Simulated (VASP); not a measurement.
# MoS2 (P-3m1) in VASP: a series of runs, part 2 of 2

VASP 6.6.1. Earlier steps stand in the parts before.

## (4) Single point, r2SCAN

This run uses another cell than the first one, of 18.48 Å³/atom.

File POSCAR:

```
MoS2
1.0
    3.1985126111      0.0000000000      0.0000000000
   -1.5992563055      2.7700007572      0.0000000000
    0.0000000000      0.0000000000      6.2558528694
Mo S
1 2
Direct
    0.0000000000      0.0000000000      0.5000000000
    0.3333333333      0.6666666667      0.2553200000
    0.6666666667      0.3333333333      0.7446800000
```

File INCAR.step1:

```
SYSTEM = MoS2
PREC = Accurate ; ENCUT = 520
ISMEAR = 1 ; SIGMA = 0.05
LREAL = .FALSE. ; LASPH = .TRUE.
NELM = 80 ; NBANDS = 20
GGA = PE ; ALGO = Normal
EDIFF = 1E-4 ; LWAVE = .TRUE.
LCHARG = .FALSE.
```

File INCAR.step2:

```
SYSTEM = MoS2
PREC = Accurate ; ENCUT = 520
EDIFF = 1E-6 ; ISMEAR = 1
SIGMA = 0.05 ; LREAL = .FALSE.
LASPH = .TRUE. ; NELM = 80
ALGO = Normal ; ISIF = 2
LWAVE = .FALSE. ; LCHARG = .FALSE.
METAGGA = R2SCAN ; LMIXTAU = .TRUE.
NBANDS = 20 ; ISTART = 1
```

File KPOINTS:

```
Automatic mesh
0
G
  10 10 5
  0 0 0
```

Potentials or basis: VASP PAW PBE potentials, release 64 (Mo_sv, S).

Run with:

```
> cat potpaw_PBE.64/Mo_sv/POTCAR potpaw_PBE.64/S/POTCAR > POTCAR
> cp INCAR.step1 INCAR
> mpirun -np 1 vasp_std > vasp.out
> cp INCAR.step2 INCAR
> mpirun -np 1 vasp_std > vasp.out
```

OUTCAR:

```text
SYSTEM = MoS2
   PREC = Accurate
   ENCUT = 520
   EDIFF = 1E-6
   ISMEAR = 1
   LREAL = .FALSE.
   LASPH = .TRUE.
   NELM = 80
   ISIF = 2
   METAGGA = R2SCAN
   ISTART = 1

 ion  position               nearest neighbor table
   1  0.000  0.000  0.500-   2 2.40   3 2.40   3 2.40   2 2.40   3 2.40   2 2.40
   2  0.333  0.667  0.255-   1 2.40   1 2.40   1 2.40
   3  0.667  0.333  0.745-   1 2.40   1 2.40   1 2.40

  LATTYP: Found a hexagonal cell.
 ALAT       =     3.1985126111
 C/A-ratio  =     1.9558631245

  Lattice vectors:

 A1 = (   3.1985126111,   0.0000000000,   0.0000000000)
 A2 = (  -1.5992563055,   2.7700007572,   0.0000000000)
 A3 = (   0.0000000000,   0.0000000000,   6.2558528694)

Analysis of symmetry for initial positions (statically):
=====================================================================
 Subroutine PRICEL returns:
 Original cell was already a primitive cell.

 Routine SETGRP: Setting up the symmetry group for a
 hexagonal supercell.

 Subroutine GETGRP returns: Found 12 space group operations
 (whereof 12 operations were pure point group operations)
 out of a pool of 24 trial point group operations.

The static configuration has the point symmetry D_3d.

Analysis of symmetry for dynamics (positions and initial velocities):
=====================================================================
 Subroutine PRICEL returns:
 Original cell was already a primitive cell.

 Routine SETGRP: Setting up the symmetry group for a
 hexagonal supercell.

 Subroutine GETGRP returns: Found 12 space group operations
 (whereof 12 operations were pure point group operations)
 out of a pool of 24 trial point group operations.

The dynamic configuration has the point symmetry D_3d.

 Subroutine INISYM returns: Found 12 space group operations
 (whereof 12 operations are pure point group operations),
 and found     1 'primitive' translations

----------------------------------------------------------------------------------------

                                     Primitive cell

  volume of cell :      55.4261

  direct lattice vectors                    reciprocal lattice vectors
     3.198512611  0.000000000  0.000000000     0.312645320  0.180505366  0.000000000
    -1.599256305  2.770000757  0.000000000     0.000000000  0.361010732  0.000000000
     0.000000000  0.000000000  6.255852869     0.000000000  0.000000000  0.159850307

  length of vectors
     3.198512611  3.198519177  6.255852869     0.361011473  0.361010732  0.159850307

  position of ions in fractional coordinates (direct lattice)
     0.000000000  0.000000000  0.500000000
     0.333333333  0.666666667  0.255320000
     0.666666667  0.333333333  0.744680000

  ion indices of the primitive-cell ions
   primitive index   ion index
                 1           1
                 2           2
                 3           3

----------------------------------------------------------------------------------------

 KPOINTS: Automatic mesh

Automatic generation of k-mesh.
 Grid dimensions read from file:
 generate k-points for:   10   10    5

 Generating k-lattice:

  Cartesian coordinates                     Fractional coordinates (reciprocal lattice)
     0.031264532  0.018050537  0.000000000     0.100000000  0.000000000  0.000000000
     0.000000000  0.036101073  0.000000000     0.000000000  0.100000000  0.000000000
     0.000000000  0.000000000  0.031970061     0.000000000  0.000000000  0.200000000

  Length of vectors
     0.036101147  0.036101073  0.031970061

  Shift w.r.t. Gamma in fractional coordinates (k-lattice)
     0.000000000  0.000000000  0.000000000

 Subroutine IBZKPT returns following result:
 ===========================================

 Found     58 irreducible k-points:

 Following reciprocal coordinates:
            Coordinates               Weight
  0.000000  0.000000  0.000000      1.000000
  0.100000  0.000000  0.000000      6.000000
  0.200000  0.000000  0.000000      6.000000
  0.300000  0.000000  0.000000      6.000000
  0.400000  0.000000  0.000000      6.000000
  0.500000  0.000000  0.000000      3.000000
[... 16 lines left out ...]
  0.000000  0.400000  0.200000      6.000000
  0.500000  0.000000  0.200000      6.000000
 [... further k-points ...]
   k-points           NKPTS =     58   k-points in BZ     NKDIM =     58   number of bands    NBANDS=     20
   number of dos      NEDOS =    301   number of ions     NIONS =      3
   total plane-waves  NPLWV =  27648
   dimension x,y,z NGX =    24 NGY =   24 NGZ =   48
   dimension x,y,z NGXF=    48 NGYF=   48 NGZF=   96
   ions per type =               1   2
   NGX,Y,Z   is equivalent  to a cutoff of  12.47, 12.47, 12.76 a.u.
   NGXF,Y,Z  is equivalent  to a cutoff of  24.95, 24.95, 25.51 a.u.
 SYSTEM =  MoS2
   PREC   = accura    normal or accurate (medium, high low for compatibility)
   ISTART =      1    job   : 0-new  1-cont  2-samecut
   ICHARG =      0    charge: 1-file 2-atom 10-const
   ISPIN  =      1    spin polarized calculation?
   LNONCOLLINEAR =      F non collinear calculations
   LSORBIT =      F    spin-orbit coupling
   LASPH  =      T    aspherical Exc in radial PAW
   ENCUT  =  520.0 eV  38.22 Ry    6.18 a.u.   5.95  5.95 11.63*2*pi/ulx,y,z
   NELM   =     80;   NELMIN=  2; NELMDL=  0     # of ELM steps
   EDIFF  = 0.1E-05   stopping-criterion for ELM
   LREAL  =      F    real-space projection
   EDIFFG = 0.1E-04   stopping-criterion for IOM
   NSW    =      0    number of steps for IOM
   IBRION =     -1    ionic relax: 0-MD 1-quasi-New 2-CG
   NFREE  =      0    steps in history (QN), initial steepest desc. (CG)
   ISIF   =      2    stress and relaxation
   ISYM   =      2    0-nonsym 1-usesym 2-fastsym
   POTIM  = 0.5000    time-step for ionic-motion
   TEBEG  =    0.0;   TEEND  =   0.0 temperature during run
   PSTRESS=    0.0 pullay stress
   NELECT =      26.0000    total number of electrons
   NUPDOWN=      -1.0000    fix difference up-down
   EMIN   =  10.00;   EMAX   =-10.00  energy-range for DOS
   EFERMI =   0.00;   METHOD = LEGACY
   ISMEAR =     1;   SIGMA  =   0.05  broadening in eV -4-tet -1-fermi 0-gaus
   EFERMI_NEDOS =   21; number of points for ismear=-14 and -15
   IALGO  =     38    algorithm
   IMIX   =      4    mixing-type and parameters
     AMIX     =   0.40;   BMIX     =  1.00
     AMIX_MAG =   1.60;   BMIX_MAG =  1.00
  volume/ion in A,a.u.               =      18.48       124.68
  Fermi-wavevector in a.u.,A,eV,Ry     =   1.272022  2.403772 22.014753  1.618039
  Thomas-Fermi vector in A             =   2.404923
   LORBIT       =      0    0 simple, 1 ext, 2 COOP (PROOUT), +10 PAW based schemes
   METAGGA = R2SCAN    functional components
   LHFCALC =     F    Hartree Fock is set to
   AEXX    =    0.0000 exact exchange contribution
   IVDW    =     0    specifies the selected vdW correction
   LEPSILON=     F    determine dielectric tensor
   LRPA    =     F    only Hartree local field effects (RPA)
 non-spin polarized calculation
 Methfessel and Paxton  Order N= 1 SIGMA  =   0.05
  energy-cutoff  :      520.00
  volume of cell :       55.43
 maximum number of plane-waves:      1516
   NGX = 11   NGY = 11   NGZ = 23

 number of electron      26.0000000 magnetization

 Free energy of the ion-electron system (eV)
  ---------------------------------------------------
  ext. energy  EPLUGINS =         0.00000000
  ---------------------------------------------------
  free energy    TOTEN  =       -44.13971236 eV

  energy without entropy =      -44.13992304  energy(sigma->0) =      -44.13978259

 E-fermi :   7.2830     XC(G=0): -11.2440

 val. band max:        7.2314951393   @ k =   0.2000   0.2000   0.4000
 cond. band min:       7.3050142575   @ k =   0.0000   0.1000   0.4000
 fundamental gap:      0.0735191182
 Fermi energy:         7.2830009799

 k-point     1 :       0.0000    0.0000    0.0000
  band No.  band energies     occupation
      1     -56.6056      2.00000
      2     -29.9357      2.00000
      3     -29.8736      2.00000
      4     -29.8736      2.00000
      5      -8.5712      2.00000
      6      -6.9795      2.00000
[... 12 lines left out ...]
     19      14.3090      0.00000
[... 513 lines left out ...]
      4     -29.8541      2.00000
      5      -6.9192      2.00000
      6      -6.0846      2.00000
[... 12 lines left out ...]
     19      14.1932      0.00000
     20      15.4288      0.00000

 [... further k-points ...]

------------------------ aborting loop because EDIFF is reached ----------------------------------------

  FORCE on cell =-STRESS in cart. coord.  units (eV):
  Direction    XX          YY          ZZ          XY          YZ          ZX
  --------------------------------------------------------------------------------------
  -------------------------------------------------------------------------------------
  Total        1.2127646      1.2127712      1.7109782      0.0000000      0.0000000      0.0000000
  in kB       35.0568268     35.0570187     49.4584580      0.0000000      0.0000000      0.0000000
  external PRESSURE =      39.8574345 kB  Pullay stress =       0.0000000 kB

 VOLUME and BASIS-vectors are now :
 -----------------------------------------------------------------------------
  energy-cutoff  :      520.00
  volume of cell :       55.43
      direct lattice vectors                 reciprocal lattice vectors
     3.198512611  0.000000000  0.000000000     0.312645320  0.180505366  0.000000000
    -1.599256305  2.770000757  0.000000000     0.000000000  0.361010732  0.000000000
     0.000000000  0.000000000  6.255852869     0.000000000  0.000000000  0.159850307

 POSITION                                       TOTAL-FORCE (eV/Angst)
 -----------------------------------------------------------------------------------
      0.00000      0.00000      3.12793         0.000000      0.000000      0.000000
     -0.00000      1.84667      1.59724         0.000000      0.000000     -0.543556
      1.59926      0.92333      4.65861        -0.000000     -0.000000      0.543556
 -----------------------------------------------------------------------------------
    total drift:                                0.000000      0.000000      0.000000

  FREE ENERGIE OF THE ION-ELECTRON SYSTEM (eV)
  ---------------------------------------------------
  free  energy   TOTEN  =       -44.1397123641 eV

  energy  without entropy=      -44.1399230365  energy(sigma->0) =      -44.13978259
```

It took 3.1 min on 1 thread of Intel Xeon 8259CL, shared host; peak memory 0.21 GiB.

Results:

```
Free energy            : -44.1397 eV
Pressure               : 4.0 GPa
Largest force          : 0.544 eV/Å
Band gap on the k mesh : zero (bands 13 and 14 overlap by 0.94 eV)
```

Forces in eV/Å, atoms in the order of the input:
```
Mo   0.000  0.000  0.000
S    0.000  0.000 -0.544
S    0.000  0.000  0.544
```

Caveat: the cell stands under pressure; the PAW data sets were made with another functional, which shifts forces and pressure a little.

## (5) Single point, r2SCAN

This run uses another cell than the first one, of 18.98 Å³/atom.

File POSCAR:

```
MoS2
1.0
    3.2274600000      0.0000000000      0.0000000000
   -1.6137300000      2.7950700000      0.0000000000
    0.0000000000      0.0000000000      6.3124700000
Mo S
1 2
Direct
    0.0000000000      0.0000000000      0.5000000000
    0.3333333333      0.6666666667      0.2553200000
    0.6666666667      0.3333333333      0.7446800000
```

File INCAR.step1:

```
SYSTEM = MoS2
ALGO = Normal
EDIFF = 1E-4
ENCUT = 520
GGA = PE
ISMEAR = 1
LASPH = .True.
LCHARG = .False.
LREAL = .False.
LWAVE = .True.
NBANDS = 20
NELM = 80
PREC = Accurate
SIGMA = 0.05
```

File INCAR.step2:

```
SYSTEM = MoS2
ALGO = Normal
EDIFF = 1E-7
ENCUT = 520
ISIF = 2
ISMEAR = 1
ISTART = 1
LASPH = .True.
LCHARG = .False.
LMIXTAU = .True.
LREAL = .False.
LWAVE = .False.
METAGGA = R2SCAN
NBANDS = 20
NELM = 80
PREC = Accurate
SIGMA = 0.05
```

File KPOINTS:

```
k-points
0
Gamma
  10 10 5
  0 0 0
```

Run with:

```
> cat potpaw_PBE.64/Mo_sv/POTCAR potpaw_PBE.64/S/POTCAR > POTCAR
> cp INCAR.step1 INCAR
> mpirun -np 1 vasp_std > vasp.out
> cp INCAR.step2 INCAR
> mpirun -np 1 vasp_std > vasp.out
```

It took 4 min on 1 thread of Intel Xeon 8259CL, shared host; peak memory 0.21 GiB.

Results (log left out):

- Free energy: -44.1588 eV
- Pressure: 0.1 GPa
- Largest force: 0.087 eV/Å
- Band gap on the k mesh: zero (bands 13 and 14 overlap by 0.94 eV)

Forces on the atoms (eV/Å):
```
Mo   0.000  0.000  0.000
S    0.000  0.000 -0.087
S    0.000  0.000  0.087
```

Stress tensor (GPa, compression positive):
```
-0.25  0.00  0.00
 0.00 -0.25  0.00
 0.00  0.00  0.66
```

Levels at points of the mesh, in eV from the Fermi level:
| k point | band 9 | band 10 | band 11 | band 12 | band 13 | band 14 | band 15 | band 16 | band 17 | band 18 |
| --- | --- | --- | --- | --- | --- | --- | --- | --- | --- | --- |
| (0.00, 0.00, 0.00) | -4.35 | -2.11 | -1.16 | -1.08 | -1.08 | -0.51 | -0.51 | 3.26 | 3.26 | 6.54 |
| (0.50, 0.00, 0.00) | -5.06 | -4.44 | -3.49 | -2.02 | -1.86 | 0.90 | 1.73 | 3.70 | 3.96 | 6.00 |

Caveat: the PAW data sets were made with another functional, which shifts forces and pressure a little.

## (6) Overview

```tsv
cell	gap on the mesh (eV)	pressure (GPa)	largest force (eV/Å)
a = 3.139, b = 3.139, c = 6.139 Å, angles 90.0, 90.0, 120.0°, 3 atoms	none	13.8	1.60
a = 3.169, b = 3.169, c = 6.198 Å, angles 90.0, 90.0, 120.0°, 3 atoms	none	8.5	1.04
a = 3.199, b = 3.199, c = 6.256 Å, angles 90.0, 90.0, 120.0°, 3 atoms	none	4.0	0.54
a = 3.227, b = 3.227, c = 6.312 Å, angles 90.0, 90.0, 120.0°, 3 atoms	none	0.1	0.09
```

Alike in all rows: task single point; level r2SCAN; potentials or basis VASP PAW PBE potentials, release 64 (Mo_sv, S); no spin polarisation; k mesh 10 × 10 × 5; cutoff (eV) 520; smearing methfessel-paxton 0.05 eV.

Caveats: the PAW data sets were made with another functional, which shifts forces and pressure a little; the cell stands under pressure (at least some runs).

Absolute energies hang on the potentials; compare differences alone.
